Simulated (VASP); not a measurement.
# SiC (P1) in VASP: single point with r2SCAN

Aim: the single point of SiC with r2SCAN.

All numbers are computed with VASP 6.6.1; they aren't measurements. Logs are shortened: lines on timing, memory, paths and dates and some standing lists are left out, and cuts for length are marked.

## Step 1: The cell of the first run

The typed cell holds 16 atoms: a = 6.151 Å, b = 6.151 Å, c = 5.048 Å, α = 90.00°, β = 90.00°, γ = 120.00°.

## Step 2: Single point, r2SCAN

The input, POSCAR:

```
SiC
1.0
    6.1507125031      0.0000000001      0.0000000000
   -3.0753562516      5.3266732790      0.0000000000
    0.0000000000      0.0000000000      5.0481081077
Si C
8 8
Direct
    0.1504442106      0.3254592330      0.0064998608
    0.3367338194      0.1755266282      0.5011941001
    0.1843753106      0.8379128522     -0.0049678017
    0.3443613801      0.6708038606      0.4979419906
    0.6508452118      0.3170935988      0.0086913749
    0.8269611342      0.1746838883      0.4977569708
    0.6650580284      0.8327788786     -0.0029613074
    0.8367590722      0.6658966702      0.4948418193
    0.1593462591      0.3171512333      0.3617303673
    0.3149961946      0.1626319007      0.8626901221
    0.1781853331      0.8406329364      0.3560084217
    0.3272168405      0.6459491356      0.8831407539
    0.6608905525      0.3390003301      0.3791277760
    0.8481160515      0.1793519050      0.8851391263
    0.6714986661      0.8400686067      0.3901273424
    0.8501834879      0.6748506641      0.8800088875
```

The input, INCAR.step1:

```
SYSTEM = SiC
ALGO     = Normal         ! electronic algorithm
EDIFF    = 1E-4           ! SCF threshold, eV
ENCUT    = 520            ! plane-wave cutoff, eV
GGA      = PE             ! functional
ISMEAR   = -1             ! smearing method
LASPH    = .TRUE.         ! aspherical terms in the spheres
LCHARG   = .FALSE.        ! write CHGCAR
LREAL    = Auto         
LWAVE    = .TRUE.         ! write WAVECAR
NBANDS   = 46             ! bands
NELM     = 60             ! most SCF steps
PREC     = Accurate       ! precision mode
SIGMA    = 0.086          ! smearing width, eV
```

The input, INCAR.step2:

```
SYSTEM = SiC
ALGO     = Normal         ! electronic algorithm
EDIFF    = 1E-7           ! SCF threshold, eV
ENCUT    = 520            ! plane-wave cutoff, eV
ISIF     = 2              ! what is computed and relaxed
ISMEAR   = -1             ! smearing method
ISTART   = 1            
LASPH    = .TRUE.         ! aspherical terms in the spheres
LCHARG   = .TRUE.         ! write CHGCAR
LELF     = .TRUE.         ! ELF
LMIXTAU  = .TRUE.       
LREAL    = Auto         
LVHAR    = .TRUE.       
LWAVE    = .FALSE.        ! write WAVECAR
METAGGA  = R2SCAN         ! meta-GGA
NBANDS   = 46             ! bands
NELM     = 60             ! most SCF steps
PREC     = Accurate       ! precision mode
SIGMA    = 0.086          ! smearing width, eV
```

The input, KPOINTS:

```
k-points
0
G
  3 3 4
  0 0 0
```

Potentials or basis: VASP PAW PBE potentials, release 64 (Si, C).

Run with:

```sh
> cat potpaw_PBE.64/Si/POTCAR potpaw_PBE.64/C/POTCAR > POTCAR
> cp INCAR.step1 INCAR
> mpirun -np 1 vasp_std > vasp.out
> cp INCAR.step2 INCAR
> mpirun -np 1 vasp_std > vasp.out
```

OUTCAR:

```text
SYSTEM = SiC
   EDIFF = 1E-7
   ENCUT = 520
   ISIF = 2
   ISMEAR = -1
   ISTART = 1
   LASPH = .TRUE.
   LREAL = Auto
   METAGGA = R2SCAN
   NELM = 60
   PREC = Accurate

 ion  position               nearest neighbor table
   1  0.150  0.325  0.006-  14 1.72   9 1.80  12 1.82  10 1.89   7 3.01   6 3.02   5 3.05   3 3.05
                             2 3.08   4 3.09   6 3.09   5 3.10   3 3.11   2 3.12   7 3.14
   2  0.337  0.176  0.501-  10 1.83  13 1.83   9 1.84  11 1.93   5 3.00   6 3.02   4 3.02   8 3.05
                             5 3.06   1 3.08   3 3.08   8 3.11   1 3.12   3 3.13   4 3.13   6 3.13
   3  0.184  0.838  0.995-  11 1.82  10 1.86  16 1.87  12 1.88   5 2.91   7 2.97   1 3.05   4 3.06
                             2 3.08   4 3.08   1 3.11   2 3.13   8 3.13   8 3.13
   4  0.344  0.671  0.498-  15 1.83  11 1.93  12 1.95   9 2.01   2 3.02   6 3.04   8 3.04   7 3.04
                             7 3.05   3 3.06   3 3.08   1 3.09   8 3.11   6 3.12   2 3.13
   5  0.651  0.317  0.009-  13 1.87  14 1.90  10 1.94  16 2.02   3 2.91   6 3.00   2 3.00   7 3.02
                             1 3.05   2 3.06   8 3.08   6 3.09   1 3.10   7 3.13
   6  0.827  0.175  0.498-  13 1.86  15 1.86   9 1.90  14 1.96   8 2.99   5 3.00   2 3.02   1 3.02
                             4 3.04   5 3.09   1 3.09   7 3.11   7 3.12   4 3.12   2 3.13
   7  0.665  0.833  0.997-  12 1.89  16 1.92  14 1.93  15 1.98   3 2.97   1 3.01   5 3.02   4 3.04
                             4 3.05   8 3.09   6 3.11   8 3.11   6 3.12   5 3.13   1 3.14
   8  0.837  0.666  0.495-  13 1.84  15 1.88  16 1.95  11 1.95   6 2.99   4 3.04   2 3.05   5 3.08
                             7 3.09   2 3.11   4 3.11   7 3.11   3 3.13   3 3.13
   9  0.159  0.317  0.362-   1 1.80   2 1.84   6 1.90   4 2.01
  10  0.315  0.163  0.863-   2 1.83   3 1.86   1 1.89   5 1.94
  11  0.178  0.841  0.356-   3 1.82   4 1.93   2 1.93   8 1.95
  12  0.327  0.646  0.883-   1 1.82   3 1.88   7 1.89   4 1.95
  13  0.661  0.339  0.379-   2 1.83   8 1.84   6 1.86   5 1.87
  14  0.848  0.179  0.885-   1 1.72   5 1.90   7 1.93   6 1.96
  15  0.671  0.840  0.390-   4 1.83   6 1.86   8 1.88   7 1.98
  16  0.850  0.675  0.880-   3 1.87   7 1.92   8 1.95   5 2.02

  LATTYP: Found a hexagonal cell.
 ALAT       =     6.1507125031
 C/A-ratio  =     0.8207355010

  Lattice vectors:

 A1 = (   6.1507125031,   0.0000000001,   0.0000000000)
 A2 = (  -3.0753562516,   5.3266732790,   0.0000000000)
 A3 = (   0.0000000000,   0.0000000000,   5.0481081077)

Analysis of symmetry for initial positions (statically):
=====================================================================
 Subroutine PRICEL returns:
 Original cell was already a primitive cell.

 Routine SETGRP: Setting up the symmetry group for a
 hexagonal supercell.

 Subroutine GETGRP returns: Found  1 space group operations
 (whereof  1 operations were pure point group operations)
 out of a pool of 24 trial point group operations.

The static configuration has the point symmetry C_1 .

Analysis of symmetry for dynamics (positions and initial velocities):
=====================================================================
 Subroutine PRICEL returns:
 Original cell was already a primitive cell.

 Routine SETGRP: Setting up the symmetry group for a
 hexagonal supercell.

 Subroutine GETGRP returns: Found  1 space group operations
 (whereof  1 operations were pure point group operations)
 out of a pool of 24 trial point group operations.

The dynamic configuration has the point symmetry C_1 .

 Subroutine INISYM returns: Found  1 space group operations
 (whereof  1 operations are pure point group operations),
 and found     1 'primitive' translations

----------------------------------------------------------------------------------------

                                     Primitive cell

  volume of cell :     165.3903

  direct lattice vectors                    reciprocal lattice vectors
     6.150712503  0.000000000  0.000000000     0.162582790  0.093867218  0.000000000
    -3.075356252  5.326673279  0.000000000    -0.000000000  0.187734435  0.000000000
     0.000000000  0.000000000  5.048108108     0.000000000  0.000000000  0.198094014

  length of vectors
     6.150712503  6.150712503  5.048108108     0.187734435  0.187734435  0.198094014

  position of ions in fractional coordinates (direct lattice)
     0.150444211  0.325459233  0.006499861
     0.336733819  0.175526628  0.501194100
     0.184375311  0.837912852  0.995032198
     0.344361380  0.670803861  0.497941991
     0.650845212  0.317093599  0.008691375
     0.826961134  0.174683888  0.497756971
[... 8 lines left out ...]
     0.671498666  0.840068607  0.390127342
     0.850183488  0.674850664  0.880008887

  ion indices of the primitive-cell ions
   primitive index   ion index
                 1           1
                 2           2
                 3           3
                 4           4
                 5           5
                 6           6
[... 8 lines left out ...]
                15          15
                16          16

----------------------------------------------------------------------------------------

 KPOINTS: k-points

Automatic generation of k-mesh.
 Grid dimensions read from file:
 generate k-points for:    3    3    4

 Generating k-lattice:

  Cartesian coordinates                     Fractional coordinates (reciprocal lattice)
     0.054194263  0.031289073  0.000000000     0.333333333  0.000000000  0.000000000
    -0.000000000  0.062578145  0.000000000     0.000000000  0.333333333  0.000000000
     0.000000000  0.000000000  0.049523504     0.000000000  0.000000000  0.250000000

  Length of vectors
     0.062578145  0.062578145  0.049523504

  Shift w.r.t. Gamma in fractional coordinates (k-lattice)
     0.000000000  0.000000000  0.000000000

 Subroutine IBZKPT returns following result:
 ===========================================

 Found     19 irreducible k-points:

 Following reciprocal coordinates:
            Coordinates               Weight
  0.000000  0.000000  0.000000      1.000000
  0.333333  0.000000  0.000000      2.000000
 -0.000000  0.333333  0.000000      2.000000
 -0.333333  0.333333  0.000000      2.000000
  0.333333  0.333333  0.000000      2.000000
  0.000000  0.000000  0.250000      2.000000
[... 11 lines left out ...]
 -0.333333  0.333333  0.500000      2.000000
  0.333333  0.333333  0.500000      2.000000
   k-points           NKPTS =     19   k-points in BZ     NKDIM =     19   number of bands    NBANDS=     46
   number of dos      NEDOS =    301   number of ions     NIONS =     16
   total plane-waves  NPLWV =  92160
   dimension x,y,z NGX =    48 NGY =   48 NGZ =   40
   dimension x,y,z NGXF=    96 NGYF=   96 NGZF=   80
   ions per type =               8   8
   NGX,Y,Z   is equivalent  to a cutoff of  12.97, 12.97, 13.17 a.u.
   NGXF,Y,Z  is equivalent  to a cutoff of  25.95, 25.95, 26.35 a.u.
 SYSTEM =  SiC
   PREC   = accura    normal or accurate (medium, high low for compatibility)
   ISTART =      1    job   : 0-new  1-cont  2-samecut
   ICHARG =      0    charge: 1-file 2-atom 10-const
   ISPIN  =      1    spin polarized calculation?
   LNONCOLLINEAR =      F non collinear calculations
   LSORBIT =      F    spin-orbit coupling
   LASPH  =      T    aspherical Exc in radial PAW
   ENCUT  =  520.0 eV  38.22 Ry    6.18 a.u.  11.44 11.44  9.39*2*pi/ulx,y,z
   NELM   =     60;   NELMIN=  2; NELMDL=  0     # of ELM steps
   EDIFF  = 0.1E-06   stopping-criterion for ELM
   LREAL  =      T    real-space projection
   EDIFFG = 0.1E-05   stopping-criterion for IOM
   NSW    =      0    number of steps for IOM
   IBRION =     -1    ionic relax: 0-MD 1-quasi-New 2-CG
   NFREE  =      0    steps in history (QN), initial steepest desc. (CG)
   ISIF   =      2    stress and relaxation
   ISYM   =      2    0-nonsym 1-usesym 2-fastsym
   POTIM  = 0.5000    time-step for ionic-motion
   TEBEG  =    0.0;   TEEND  =   0.0 temperature during run
   PSTRESS=    0.0 pullay stress
   NELECT =      64.0000    total number of electrons
   NUPDOWN=      -1.0000    fix difference up-down
   EMIN   =  10.00;   EMAX   =-10.00  energy-range for DOS
   EFERMI =   0.00;   METHOD = LEGACY
   ISMEAR =    -1;   SIGMA  =   0.09  broadening in eV -4-tet -1-fermi 0-gaus
   EFERMI_NEDOS =   21; number of points for ismear=-14 and -15
   IALGO  =     38    algorithm
   IMIX   =      4    mixing-type and parameters
     AMIX     =   0.40;   BMIX     =  1.00
     AMIX_MAG =   1.60;   BMIX_MAG =  1.00
  volume/ion in A,a.u.               =      10.34        69.76
  Fermi-wavevector in a.u.,A,eV,Ry     =   1.192975  2.254396 19.363676  1.423190
  Thomas-Fermi vector in A             =   2.329001
   LORBIT       =      0    0 simple, 1 ext, 2 COOP (PROOUT), +10 PAW based schemes
   METAGGA = R2SCAN    functional components
   LHFCALC =     F    Hartree Fock is set to
   AEXX    =    0.0000 exact exchange contribution
   IVDW    =     0    specifies the selected vdW correction
   LEPSILON=     F    determine dielectric tensor
   LRPA    =     F    only Hartree local field effects (RPA)
 non-spin polarized calculation
  energy-cutoff  :      520.00
  volume of cell :      165.39
 maximum number of plane-waves:      4482
 NGX is ok and might be reduce to    48
   NGX = 23   NGY = 23   NGZ = 19

 number of electron      64.0000000 magnetization

 Free energy of the ion-electron system (eV)
  ---------------------------------------------------
  ext. energy  EPLUGINS =         0.00000000
  ---------------------------------------------------
  free energy    TOTEN  =      -153.06314518 eV

  energy without entropy =     -153.06314492  energy(sigma->0) =     -153.06314505

 E-fermi :   9.5140     XC(G=0): -11.9325

 val. band max:        8.3446270821   @ k =   0.0000   0.0000   0.0000
 cond. band min:      10.7153592196   @ k =   0.3333   0.3333   0.0000
 fundamental gap:      2.3707321375
 Fermi energy:         9.5139745239

 k-point     1 :       0.0000    0.0000    0.0000
  band No.  band energies     occupation
      1      -8.2536      2.00000
      2      -5.1155      2.00000
      3      -4.8701      2.00000
      4      -4.8222      2.00000
      5      -4.3847      2.00000
      6      -3.5141      2.00000
[... 882 lines left out ...]
     43      15.8631      0.00000
     44      16.0619      0.00000
 [bands above 44 left out]

------------------------ aborting loop because EDIFF is reached ----------------------------------------

  FORCE on cell =-STRESS in cart. coord.  units (eV):
  Direction    XX          YY          ZZ          XY          YZ          ZX
  --------------------------------------------------------------------------------------
  -------------------------------------------------------------------------------------
  Total        2.2291581      0.6776985      2.2328709      1.5845450      0.0463716      1.0809742
  in kB       21.5944090      6.5650341     21.6303755     15.3498811      0.4492131     10.4716657
  external PRESSURE =      16.5966062 kB  Pullay stress =       0.0000000 kB

 VOLUME and BASIS-vectors are now :
 -----------------------------------------------------------------------------
  energy-cutoff  :      520.00
  volume of cell :      165.39
      direct lattice vectors                 reciprocal lattice vectors
     6.150712503  0.000000000  0.000000000     0.162582790  0.093867218  0.000000000
    -3.075356252  5.326673279  0.000000000    -0.000000000  0.187734435  0.000000000
     0.000000000  0.000000000  5.048108108     0.000000000  0.000000000  0.198094014

 POSITION                                       TOTAL-FORCE (eV/Angst)
 -----------------------------------------------------------------------------------
     -0.07556      1.73361      0.03281         2.705070      0.627960     -0.273727
      1.53135      0.93497      2.53008        -0.714126     -1.609000     -0.735718
     -1.44284      4.46329      5.02303        -1.517130     -0.938282     -0.572660
      0.05511      3.57315      2.51366        -1.324666     -1.196922     -0.000181
      3.02799      1.68905      0.04388         0.265297      2.367498     -1.435349
      4.54918      0.93048      2.51273         1.520282     -0.363400      0.851170
[... 8 lines left out ...]
      1.54669      4.47477      1.96941         0.146362     -0.237716     -1.387254
      3.15383      3.59471      4.44238        -1.216684     -1.414442     -0.370816
 -----------------------------------------------------------------------------------
    total drift:                                0.005249     -0.006899     -0.005911

  FREE ENERGIE OF THE ION-ELECTRON SYSTEM (eV)
  ---------------------------------------------------
  free  energy   TOTEN  =      -153.0631451759 eV

  energy  without entropy=     -153.0631449221  energy(sigma->0) =     -153.06314505
```

Wall time 20 min (1 thread of Intel Xeon 8259CL, shared host); peak memory 0.34 GiB.

What came out:

- Free energy: -153.0631 eV
- Pressure: 1.7 GPa
- Largest force: 4.979 eV/Å
- Band gap on the k mesh: 2.37 eV

Forces in eV/Å, atoms in the order of the input:
```
Si   2.705  0.628 -0.274
Si  -0.714 -1.609 -0.736
Si  -1.517 -0.938 -0.573
Si  -1.325 -1.197  0.000
Si   0.265  2.367 -1.435
Si   1.520 -0.363  0.851
Si   1.343 -0.199  0.437
Si   0.499  1.612  0.801
C   -0.693  1.892  2.142
C    1.986  0.339  1.317
C    0.129 -0.389  2.417
C    0.300  2.427 -1.316
C    0.553 -0.397 -0.264
C   -3.980 -2.521 -1.610
C    0.146 -0.238 -1.387
C   -1.217 -1.414 -0.371
```

Caveat: the atoms stand as in a frame of molecular dynamics; the PAW data sets were made with another functional, which shifts forces and pressure a little; an odd mesh through Γ misses points on the zone boundary, where band edges can lie.
